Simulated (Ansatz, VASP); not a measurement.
# HfC in VASP and in Ansatz

File INCAR:

```
SYSTEM = HfC
ALGO = Normal
EDIFF = 1E-6
ENCUT = 520
GGA = PE
ISIF = 2
ISMEAR = 0
LASPH = .TRUE.
LCHARG = .TRUE.
LELF = .TRUE.
LREAL = .FALSE.
LVHAR = .TRUE.
LWAVE = .FALSE.
NBANDS = 14
NELM = 80
PREC = Accurate
SIGMA = 0.05
```

The input KPOINTS:

```
k-points
0
G
  12 12 12
  0 0 0
```

File POSCAR:

```
HfC
1.0
    0.0000000000      2.4880205205      2.4880205205
    2.4880205205      0.0000000000      2.4880205205
    2.4880205205      2.4880205205      0.0000000000
Hf C
1 1
Direct
    0.0000000000      0.0000000000      0.0000000000
    0.2500000000      0.2500000000      0.2500000000
```

Input for Ansatz:

```yaml
crystal:
  lattice:
    - [0.0, 2.4880205205, 2.4880205205]
    - [2.4880205205, 0.0, 2.4880205205]
    - [2.4880205205, 2.4880205205, 0.0]
  atoms:
    - { symbol: Hf, position: [0.0, 0.0, 0.0] }
    - { symbol: C, position: [0.25, 0.25, 0.25] }
basis:
  ecutwfc: 420
  ecutrho_ratio: 4
kpoints:
  mp_grid: { grid: [12, 12, 12] }
hamiltonian:
  xc: pbe
scf:
  occupations: { method: gaussian, width: 0.05 }
output:
  forces: true
  stress: true
  eigenvalues: true
```

Alike in both runs: task single point; functional PBE; k mesh 12 × 12 × 12; occupations gaussian, width 0.05 eV; no spin polarisation.

```csv
,VASP,Ansatz
version,VASP 6.6.1,Ansatz 0.2.0
potentials or method,"VASP PAW PBE potentials, release 64 (Hf_pv, C), cutoff 520 eV","scalar-relativistic, plane waves, PAW"
valence electrons in the cell,14,30
```

```tsv
	VASP	Ansatz	Ansatz less VASP
gap on the k mesh at the Fermi level (eV)	0.25	0.24	-0.004
least direct gap on the mesh (eV)	0.25	0.24	-0.004
pressure (GPa)	6.6	6.8	+0.28
```

VASP's potentials hold 14 valence electrons a cell and Ansatz's 30, so a difference there can come from the potentials and not from the codes.

Neither program's run includes spin-orbit coupling.
